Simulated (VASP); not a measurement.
Write the native input for VASP 6.6.1 that does the following.

| Property | Result |
| --- | --- |
| Task | single point |
| Functional | LDA |
| Potentials or basis | VASP PAW LDA potentials, release 64 (K_sv) |
| Cutoff | 520 eV |
| k mesh | 10 × 10 × 10 |
| Occupations | fermi-dirac, width 0.1 eV |
| Spin | no spin polarisation |
| Dipole correction | no |
| Further INCAR settings | ALGO = Normal; EDIFF = 1e-07; NBANDS = 10 |

The structure of K lies in POSCAR:

```
K
1.0
    0.0000000000      3.1863885308      3.1863885308
    3.1863885308      0.0000000000      3.1863885308
    3.1863885308      3.1863885308      0.0000000000
K
1
Direct
    0.0000000000      0.0000000000      0.0000000000
```

This isn't the form of K at room conditions, which is bcc.

These files were run (other wordings do the same):

INCAR

```
PREC = Accurate
ENCUT = 520
EDIFF = 1E-7
ISMEAR = -1
SIGMA = 0.1
LREAL = False
LASPH = True
NELM = 80
ALGO = Normal
ISIF = 2
LWAVE = False
LCHARG = False
NBANDS = 10
```

KPOINTS

```
Automatic mesh
0
Gamma
  10 10 10
```

Potentials or basis: VASP PAW LDA potentials, release 64 (K_sv).

Run with:

```bash
$ cat potpaw_LDA.64/K_sv/POTCAR > POTCAR
$ mpirun -np 1 vasp_std > vasp.out
```

Results of the run:

```json
{
  "Pressure": "0.0 GPa",
  "Band gap on the k mesh": "zero (an odd number of electrons rules out a gap without spin polarisation)"
}
```

Wall time 36 s on 1 thread of Intel Xeon 8259CL, on a shared host, peak memory 0.18 GiB.
